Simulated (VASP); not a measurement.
**Sn: single point with B3LYP**

Sn:

```xyz
1
Lattice="-1.9971 1.9971 1.9971 1.9971 -1.9971 1.9971 1.9971 1.9971 -1.9971" Properties=species:S:1:pos:R:3 pbc="T T T"
Sn    0.0000    0.0000    0.0000
```

This isn't the form of Sn at room conditions, which is tetragonal (white tin).

```
Program                            : VASP 6.6.1
Task                               : single point
Functional                         : B3LYP
Potentials or basis                : VASP PAW PBE potentials, release 64 (Sn_d)
Cutoff                             : 520 eV
k mesh                             : 5 × 5 × 5
Occupations                        : fermi-dirac, width 0.05 eV
Spin                               : no spin polarisation
Dipole correction                  : no
Grid for exact exchange (PRECFOCK) : Normal
Further INCAR settings             : ALGO = Normal; EDIFF = 1e-07; NBANDS = 13
Share of exact exchange            : 0.2
```

The pressure is -0.1 GPa and the band gap on the k mesh is zero (bands 7 and 8 overlap by 9.30 eV).

Levels at points of the mesh, in eV from the Fermi level:
```
           k point  band 5  band 6  band 7  band 8  band 9  band 10
(0.00, 0.00, 0.00)  -23.47  -11.35    7.39    7.39    7.39    12.68
```

Run time: 9.2 min on 1 thread of Intel(R) Xeon(R) Platinum 8259CL CPU @ 2.50GHz (Skylake/Cascade Lake), on a shared host, peak memory 0.17 GiB.

Caveat: the k points lie up to 0.44 Å⁻¹ apart, too coarse for converged energies and pressures of a metal; the PAW data sets were made with another functional, which shifts forces and pressure a little; spin-orbit coupling is left out, which moves the levels of the heavy elements.
